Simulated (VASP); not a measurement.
# B2Pd3Pt (Pm) in VASP: notebook

B2Pd3Pt is run at these levels: PBE; tasks: single point, relaxation of cell and atoms.

All numbers are computed with VASP 6.6.1; they aren't measurements. Logs are shortened: lines on timing, memory, paths and dates and some standing lists are left out, and cuts for length are marked.

## Step 1: The cell of the first run

It takes space group Pm (No. 6, monoclinic). The conventional cell has a = 4.657 Å, b = 3.192 Å, c = 5.256 Å, α = 90.00°, β = 91.05°, γ = 90.00°. B (site symmetry m) has 1 Pt at 2.11 Å and 5 Pd at 2.14 to 2.15 Å within 2.8 Å. Within 2.8 Å of B (site symmetry m) lie 2 Pt at 2.10 Å and 4 Pd at 2.16 to 2.18 Å. Within 3.2 Å of Pd (site symmetry m) lie 3 B at 2.14 to 2.17 Å and 8 Pd at 2.84 to 3.19 Å and 4 Pt at 3.07 to 3.08 Å. Pd (site symmetry m) has 3 B at 2.14 to 2.18 Å and 8 Pd at 2.84 to 3.19 Å and 4 Pt at 2.98 to 3.00 Å within 3.2 Å. Pd (site symmetry m) has 3 B at 2.15 to 2.16 Å and 2 Pt at 2.81 to 2.91 Å and 10 Pd at 2.96 to 3.19 Å within 3.2 Å. Within 3.2 Å of Pt (site symmetry m) lie 3 B at 2.10 to 2.11 Å and 10 Pd at 2.81 to 3.08 Å and 2 Pt at 3.19 Å.

## Step 2: Single point, PBE

Input file INCAR:

```
SYSTEM = B2Pd3Pt
ALGO     = Normal         ! electronic algorithm
EDIFF    = 1E-7           ! SCF threshold, eV
ENCUT    = 520            ! plane-wave cutoff, eV
GGA      = PE             ! functional
ISIF     = 2              ! what is computed and relaxed
ISMEAR   = 0              ! smearing method
LASPH    = .TRUE.         ! aspherical terms in the spheres
LCHARG   = .FALSE.        ! write CHGCAR
LREAL    = .FALSE.        ! projectors in reciprocal space
LWAVE    = .FALSE.        ! write WAVECAR
NBANDS   = 32             ! bands
NELM     = 60             ! most SCF steps
PREC     = Accurate       ! precision mode
SIGMA    = 0.2            ! smearing width, eV
```

Input file KPOINTS:

```
k-points
0
G
  4 5 3
  0 0 0
```

Input file POSCAR:

```
B2Pd3Pt
1.0
    4.6566913020      0.0000000000     -0.0430955036
    0.0000000000      3.1918119560      0.0000000000
   -0.0472216689      0.0000000000      5.2555732663
B Pd Pt
2 3 1
Direct
    0.0035082720      0.0000000000      0.0037521567
    0.4931008756      0.5000000000      0.4963831965
    0.2453857414      0.5000000000      0.8420957175
    0.7540715792      0.5000000000      0.1555046999
    0.7488852027      0.0000000000      0.6594932220
    0.2550483292      0.0000000000      0.3427710073
```

Potentials or basis: VASP PAW PBE potentials, release 64 (B, Pd, Pt).

On the command line:

```sh
cat potpaw_PBE.64/B/POTCAR potpaw_PBE.64/Pd/POTCAR potpaw_PBE.64/Pt/POTCAR > POTCAR
mpirun -np 1 vasp_std > vasp.out
```

OUTCAR:

```text
SYSTEM = B2Pd3Pt
   EDIFF = 1E-7
   ENCUT = 520
   GGA = PE
   ISIF = 2
   ISMEAR = 0
   LASPH = .TRUE.
   LREAL = .FALSE.
   NELM = 60
   PREC = Accurate

 ion  position               nearest neighbor table
   1  0.004  0.000  0.004-   6 2.11   4 2.14   4 2.14   3 2.14   3 2.14   5 2.15
   2  0.493  0.500  0.496-   6 2.10   6 2.10   5 2.16   5 2.16   3 2.17   4 2.18
   3  0.245  0.500  0.842-   1 2.14   1 2.14   2 2.17   4 2.84   4 2.86   5 2.96   5 2.96   5 3.01
                             5 3.01   6 3.07   6 3.07   6 3.08   6 3.08
   4  0.754  0.500  0.156-   1 2.14   1 2.14   2 2.18   3 2.84   3 2.86   6 2.98   6 2.98   6 3.00
                             6 3.00   5 3.06   5 3.06   5 3.09   5 3.09
   5  0.749  0.000  0.659-   1 2.15   2 2.16   2 2.16   6 2.81   6 2.91   3 2.96   3 2.96   3 3.01
                             3 3.01   4 3.06   4 3.06   4 3.09   4 3.09
   6  0.255  0.000  0.343-   2 2.10   2 2.10   1 2.11   5 2.81   5 2.91   4 2.98   4 2.98   4 3.00
                             4 3.00   3 3.07   3 3.07   3 3.08   3 3.08

  LATTYP: Found a simple monoclinic cell.
 ALAT       =     4.6568907121
 B/A-ratio  =     0.6853955038
 C/A-ratio  =     1.1286039832
 COS(beta)  =    -0.0182380811

  Lattice vectors:

 A1 = (   4.6566913020,   0.0000000000,  -0.0430955036)
 A2 = (   0.0000000000,   3.1918119560,   0.0000000000)
 A3 = (  -0.0472216689,   0.0000000000,   5.2555732663)

Analysis of symmetry for initial positions (statically):
=====================================================================
 Subroutine PRICEL returns:
 Original cell was already a primitive cell.

 Routine SETGRP: Setting up the symmetry group for a
 simple monoclinic supercell.

 Subroutine GETGRP returns: Found  2 space group operations
 (whereof  2 operations were pure point group operations)
 out of a pool of  4 trial point group operations.

The static configuration has the point symmetry C_1h.

Analysis of symmetry for dynamics (positions and initial velocities):
=====================================================================
 Subroutine PRICEL returns:
 Original cell was already a primitive cell.

 Routine SETGRP: Setting up the symmetry group for a
 simple monoclinic supercell.

 Subroutine GETGRP returns: Found  2 space group operations
 (whereof  2 operations were pure point group operations)
 out of a pool of  4 trial point group operations.

The dynamic configuration has the point symmetry C_1h.

 Subroutine INISYM returns: Found  2 space group operations
 (whereof  2 operations are pure point group operations),
 and found     1 'primitive' translations

----------------------------------------------------------------------------------------

                                     Primitive cell

  volume of cell :      78.1086

  direct lattice vectors                    reciprocal lattice vectors
     4.656691302  0.000000000 -0.043095504     0.214762606  0.000000000  0.001929656
     0.000000000  3.191811956  0.000000000     0.000000000  0.313301665  0.000000000
    -0.047221669  0.000000000  5.255573266     0.001761045  0.000000000  0.190290023

  length of vectors
     4.656890712  3.191811956  5.255785407     0.214771275  0.313301665  0.190298172

  position of ions in fractional coordinates (direct lattice)
     0.003508272  0.000000000  0.003752157
     0.493100876  0.500000000  0.496383196
     0.245385741  0.500000000  0.842095718
     0.754071579  0.500000000  0.155504700
     0.748885203  0.000000000  0.659493222
     0.255048329  0.000000000  0.342771007

  ion indices of the primitive-cell ions
   primitive index   ion index
                 1           1
                 2           2
                 3           3
                 4           4
                 5           5
                 6           6

----------------------------------------------------------------------------------------

 KPOINTS: k-points

Automatic generation of k-mesh.
 Grid dimensions read from file:
 generate k-points for:    4    5    3

 Generating k-lattice:

  Cartesian coordinates                     Fractional coordinates (reciprocal lattice)
     0.053690652  0.000000000  0.000482414     0.250000000  0.000000000  0.000000000
     0.000000000  0.062660333  0.000000000     0.000000000  0.200000000  0.000000000
     0.000587015  0.000000000  0.063430008    -0.000000000  0.000000000  0.333333333

  Length of vectors
     0.053692819  0.062660333  0.063432724

  Shift w.r.t. Gamma in fractional coordinates (k-lattice)
     0.000000000  0.000000000  0.000000000

 Subroutine IBZKPT returns following result:
 ===========================================

 Found     21 irreducible k-points:

 Following reciprocal coordinates:
            Coordinates               Weight
  0.000000  0.000000  0.000000      1.000000
  0.250000  0.000000  0.000000      2.000000
  0.500000  0.000000  0.000000      1.000000
  0.000000  0.200000  0.000000      2.000000
  0.250000  0.200000  0.000000      4.000000
  0.500000  0.200000  0.000000      2.000000
[... 13 lines left out ...]
  0.500000  0.400000  0.333333      4.000000
 -0.250000  0.400000  0.333333      4.000000
   k-points           NKPTS =     21   k-points in BZ     NKDIM =     21   number of bands    NBANDS=     32
   number of dos      NEDOS =    301   number of ions     NIONS =      6
   total plane-waves  NPLWV =  34560
   dimension x,y,z NGX =    36 NGY =   24 NGZ =   40
   dimension x,y,z NGXF=    72 NGYF=   48 NGZF=   80
   ions per type =               2   3   1
   NGX,Y,Z   is equivalent  to a cutoff of  12.85, 12.50, 12.65 a.u.
   NGXF,Y,Z  is equivalent  to a cutoff of  25.70, 25.00, 25.30 a.u.
 SYSTEM =  B2Pd3Pt
   PREC   = accura    normal or accurate (medium, high low for compatibility)
   ISTART =      0    job   : 0-new  1-cont  2-samecut
   ICHARG =      2    charge: 1-file 2-atom 10-const
   ISPIN  =      1    spin polarized calculation?
   LNONCOLLINEAR =      F non collinear calculations
   LSORBIT =      F    spin-orbit coupling
   LASPH  =      T    aspherical Exc in radial PAW
   ENCUT  =  520.0 eV  38.22 Ry    6.18 a.u.   8.66  5.93  9.77*2*pi/ulx,y,z
   NELM   =     60;   NELMIN=  2; NELMDL= -5     # of ELM steps
   EDIFF  = 0.1E-06   stopping-criterion for ELM
   LREAL  =      F    real-space projection
   EDIFFG = 0.1E-05   stopping-criterion for IOM
   NSW    =      0    number of steps for IOM
   IBRION =     -1    ionic relax: 0-MD 1-quasi-New 2-CG
   NFREE  =      0    steps in history (QN), initial steepest desc. (CG)
   ISIF   =      2    stress and relaxation
   ISYM   =      2    0-nonsym 1-usesym 2-fastsym
   POTIM  = 0.5000    time-step for ionic-motion
   TEBEG  =    0.0;   TEEND  =   0.0 temperature during run
   PSTRESS=    0.0 pullay stress
   NELECT =      46.0000    total number of electrons
   NUPDOWN=      -1.0000    fix difference up-down
   EMIN   =  10.00;   EMAX   =-10.00  energy-range for DOS
   EFERMI =   0.00;   METHOD = LEGACY
   ISMEAR =     0;   SIGMA  =   0.20  broadening in eV -4-tet -1-fermi 0-gaus
   EFERMI_NEDOS =   21; number of points for ismear=-14 and -15
   IALGO  =     38    algorithm
   IMIX   =      4    mixing-type and parameters
     AMIX     =   0.40;   BMIX     =  1.00
     AMIX_MAG =   1.60;   BMIX_MAG =  1.00
  volume/ion in A,a.u.               =      13.02        87.85
  Fermi-wavevector in a.u.,A,eV,Ry     =   1.372233  2.593144 25.620090  1.883023
  Thomas-Fermi vector in A             =   2.497858
   LORBIT       =      0    0 simple, 1 ext, 2 COOP (PROOUT), +10 PAW based schemes
   GGA     = PE    functional components
   LHFCALC =     F    Hartree Fock is set to
   AEXX    =    0.0000 exact exchange contribution
   IVDW    =     0    specifies the selected vdW correction
   LEPSILON=     F    determine dielectric tensor
   LRPA    =     F    only Hartree local field effects (RPA)
 non-spin polarized calculation
 Gauss-broadening in eV      SIGMA  =   0.20
  energy-cutoff  :      520.00
  volume of cell :       78.11
 maximum number of plane-waves:      2118
 NGX is ok and might be reduce to    36
   NGX = 17   NGY = 11   NGZ = 19

 number of electron      45.9999995 magnetization

 Free energy of the ion-electron system (eV)
  ---------------------------------------------------
  ext. energy  EPLUGINS =         0.00000000
  ---------------------------------------------------
  free energy    TOTEN  =       -36.87530612 eV

  energy without entropy =      -36.84679651  energy(sigma->0) =      -36.86105132

 E-fermi :   9.1904     XC(G=0): -12.5878

 val. band max:        9.1583518907   @ k =   0.0000   0.2000   0.0000
 cond. band min:       9.1995824345   @ k =   0.5000   0.2000   0.0000
 fundamental gap:      0.0412305439
 Fermi energy:         9.1904311055

 k-point     1 :       0.0000    0.0000    0.0000
  band No.  band energies     occupation
      1      -1.7895      2.00000
      2       1.0695      2.00000
      3       2.3860      2.00000
      4       2.7898      2.00000
      5       3.0131      2.00000
      6       3.7952      2.00000
[... 24 lines left out ...]
     31      17.0174      0.00000
     32      19.7397      0.00000

 k-point     2 :       0.2500    0.0000    0.0000
  band No.  band energies     occupation
      1      -1.4441      2.00000
      2       0.5855      2.00000
      3       2.4949      2.00000
      4       2.7324      2.00000
      5       3.1935      2.00000
      6       3.6619      2.00000
[... 24 lines left out ...]
     31      17.9756      0.00000
     32      19.2045      0.00000

 k-point     3 :       0.5000    0.0000    0.0000
  band No.  band energies     occupation
      1      -0.7987      2.00000
      2      -0.1575      2.00000
      3       2.5292      2.00000
      4       2.8392      2.00000
      5       3.5605      2.00000
      6       3.7820      2.00000
[... 24 lines left out ...]
     31      18.3344      0.00000
     32      18.8188      0.00000

 k-point     4 :       0.0000    0.2000    0.0000
  band No.  band energies     occupation
      1      -1.2720      2.00000
      2       1.0809      2.00000
      3       2.7251      2.00000
      4       2.9184      2.00000
      5       3.2793      2.00000
      6       3.9098      2.00000
[... 24 lines left out ...]
     31      17.6809      0.00000
     32      18.6333      0.00000

 k-point     5 :       0.2500    0.2000    0.0000
  band No.  band energies     occupation
      1      -0.9685      2.00000
      2       0.7354      2.00000
      3       2.7880      2.00000
      4       3.0712      2.00000
      5       3.2017      2.00000
      6       3.5042      2.00000
[... 479 lines left out ...]
     31      17.2932      0.00000
     32      17.8353      0.00000

 k-point    19 :       0.2500    0.4000    0.3333
  band No.  band energies     occupation
      1       0.1508      2.00000
      2       0.4744      2.00000
      3       2.2357      2.00000
      4       3.0507      2.00000
      5       3.9748      2.00000
      6       4.1350      2.00000
[... 24 lines left out ...]
     31      17.0605      0.00000
     32      17.7497      0.00000

 k-point    20 :       0.5000    0.4000    0.3333
  band No.  band energies     occupation
      1       0.1375      2.00000
      2       0.2817      2.00000
      3       3.0364      2.00000
      4       3.2283      2.00000
      5       3.7521      2.00000
      6       3.8130      2.00000
[... 24 lines left out ...]
     31      17.3743      0.00000
     32      17.6753      0.00000

 k-point    21 :      -0.2500    0.4000    0.3333
  band No.  band energies     occupation
      1       0.0739      2.00000
      2       0.4592      2.00000
      3       2.5987      2.00000
      4       2.9560      2.00000
      5       4.0229      2.00000
      6       4.1532      2.00000
[... 24 lines left out ...]
     31      17.2539      0.00000
     32      17.6699      0.00000

------------------------ aborting loop because EDIFF is reached ----------------------------------------

  FORCE on cell =-STRESS in cart. coord.  units (eV):
  Direction    XX          YY          ZZ          XY          YZ          ZX
  --------------------------------------------------------------------------------------
  -------------------------------------------------------------------------------------
  Total        0.0130525      0.0641102      0.1130287      0.0000000      0.0000000      0.0952726
  in kB        0.2677361      1.3150392      2.3184649      0.0000000      0.0000000      1.9542492
  external PRESSURE =       1.3004134 kB  Pullay stress =       0.0000000 kB

 VOLUME and BASIS-vectors are now :
 -----------------------------------------------------------------------------
  energy-cutoff  :      520.00
  volume of cell :       78.11
      direct lattice vectors                 reciprocal lattice vectors
     4.656691302  0.000000000 -0.043095504     0.214762606  0.000000000  0.001929656
     0.000000000  3.191811956  0.000000000     0.000000000  0.313301665  0.000000000
    -0.047221669  0.000000000  5.255573266     0.001761045  0.000000000  0.190290023

 POSITION                                       TOTAL-FORCE (eV/Angst)
 -----------------------------------------------------------------------------------
      0.01616      0.00000      0.01957         0.000287      0.000000     -0.029665
      2.27278      1.59591      2.58753        -0.043257      0.000000      0.007729
      1.10292      1.59591      4.41512        -0.028095      0.000000     -0.026144
      3.50414      1.59591      0.78477         0.021151      0.000000      0.015569
      3.45618      0.00000      3.43374         0.013897      0.000000      0.024364
      1.17150      0.00000      1.79047         0.036016      0.000000      0.008148
 -----------------------------------------------------------------------------------
    total drift:                                0.000026     -0.000000      0.000016

  FREE ENERGIE OF THE ION-ELECTRON SYSTEM (eV)
  ---------------------------------------------------
  free  energy   TOTEN  =       -36.8753061208 eV

  energy  without entropy=      -36.8467965127  energy(sigma->0) =      -36.86105132
```

It took 22 s on 1 thread of Intel Xeon 6975P-C (Granite Rapids), shared host; peak memory 0.2 GiB.

What came out:

```
Free energy            : -36.8753 eV
Pressure               : 0.1 GPa
Largest force          : 0.044 eV/Å
Band gap on the k mesh : zero (bands 23 and 24 overlap by 1.91 eV)
```

Forces on the atoms (eV/Å):
```
B    0.000  0.000 -0.030
B   -0.043  0.000  0.008
Pd  -0.028  0.000 -0.026
Pd   0.021  0.000  0.016
Pd   0.014  0.000  0.024
Pt   0.036  0.000  0.008
```

Stress tensor (GPa, compression positive):
```
0.03 0.00 0.20
0.00 0.13 0.00
0.20 0.00 0.23
```

Caveat: the k points lie up to 0.40 Å⁻¹ apart, too coarse for converged energies and pressures of a metal; spin-orbit coupling is left out, which moves the levels of the heavy elements.

## Step 3: Relaxation of cell and atoms, PBE

This run uses another cell than the first one, of 12.51 Å³/atom.

Input file INCAR:

```
SYSTEM = B2Pd3Pt
  PREC = Accurate
  ENCUT = 600
  EDIFF = 1E-6
  ISMEAR = 0
  SIGMA = 0.2
  LREAL = .FALSE.
  LASPH = .TRUE.
  NELM = 60
  ALGO = Fast
  ISIF = 3
  LWAVE = .FALSE.
  LCHARG = .FALSE.
  GGA = PE
  IBRION = 2
  NSW = 36
  EDIFFG = -0.08
```

Input file KPOINTS:

```
regular mesh
0
G
  4 5 3
  0 0 0
```

Input file POSCAR:

```
B2Pd3Pt
1.0
    4.7000000000      0.0000000000      0.0000000000
    0.0000000000      3.1000000000      0.0000000000
    0.0000000000      0.0000000000      5.1500000000
B Pd Pt
2 3 1
Direct
    0.0000000000      0.0000000000      0.0000000000
    0.5000000000      0.5000000000      0.5000000000
    0.2400000000      0.5000000000      0.8400000000
    0.7600000000      0.5000000000      0.1600000000
    0.7400000000      0.0000000000      0.6600000000
    0.2600000000      0.0000000000      0.3400000000
```

Potentials or basis: VASP PAW PBE potentials, release 64 (B, Pd, Pt).

On the command line:

```sh
cat potpaw_PBE.64/B/POTCAR potpaw_PBE.64/Pd/POTCAR potpaw_PBE.64/Pt/POTCAR > POTCAR
mpirun -np 1 vasp_std > vasp.out
```

Run time: 1.8 min. Hardware: 1 thread of Intel Xeon 6975P-C (Granite Rapids), shared host; peak memory 0.25 GiB.

The run converged. Its results:

- Free energy: -36.8680 eV
- Relaxed volume: 13.04 Å³/atom
- Relaxed cell: a = 4.736 Å, b = 3.178 Å, c = 5.199 Å, α = 90.00°, β = 91.10°, γ = 90.00°
- Space group after relaxing (to 0.1 Å): Pm (No. 6)
- Energy gained by relaxing: 21.7 meV/atom
- Ionic steps: 6
- Pressure after relaxing: 0.3 GPa
- Largest force after relaxing: 0.079 eV/Å
- Band gap on the k mesh: zero (bands 23 and 24 overlap by 2.00 eV)

Forces in eV/Å, atoms in the order of the input:
```
B    0.007  0.000  0.006
B   -0.004  0.000  0.013
Pd   0.021  0.000  0.013
Pd  -0.001  0.000 -0.027
Pd   0.030  0.000 -0.064
Pt  -0.053  0.000  0.059
```

Stress tensor (GPa, compression positive):
```
-0.33  0.00  0.30
 0.00  0.66  0.00
 0.30  0.00  0.46
```

Step by step:
```tsv
step	energy change (eV)	largest force (eV/Å)	pressure (GPa)	volume (Å³)
1	0.0000	0.6461	9.58	75.04
2	0.0721	0.4038	-11.15	83.44
3	-0.1118	0.3911	-0.75	78.54
4	-0.1118	0.3913	-0.54	78.47
5	-0.1277	0.1430	-0.08	78.32
6	-0.1303	0.0790	0.26	78.23
```

Final structure:
```
CELL_PARAMETERS angstrom
4.73533 0.00000 -0.04561
0.00000 3.17778 0.00000
-0.04993 0.00000 5.19894
ATOMIC_POSITIONS crystal
B 0.00233 0.00000 0.00329
B 0.49325 0.50000 0.49658
Pd 0.24152 0.50000 0.83970
Pd 0.75724 0.50000 0.15852
Pd 0.74573 0.00000 0.66246
Pt 0.25993 0.00000 0.33946
```

Levels at points of the mesh, in eV from the Fermi level:
```tsv
k point	band 20	band 21	band 22	band 23	band 24	band 25	band 26	band 27
(0.00, 0.00, 0.00)	-1.70	-1.67	-1.53	-0.10	0.64	1.58	2.43	2.50
(0.50, 0.00, 0.00)	-1.99	-1.72	-1.61	-1.40	-1.32	1.88	2.27	4.57
```

Caveat: the k points lie up to 0.40 Å⁻¹ apart in the final cell, too coarse for converged energies and pressures of a metal; spin-orbit coupling is left out, which moves the levels of the heavy elements; the relaxation stopped at a loose force limit of 0.08 eV/Å, so its end isn't a converged minimum.

(Continued in part 2 of 2.)
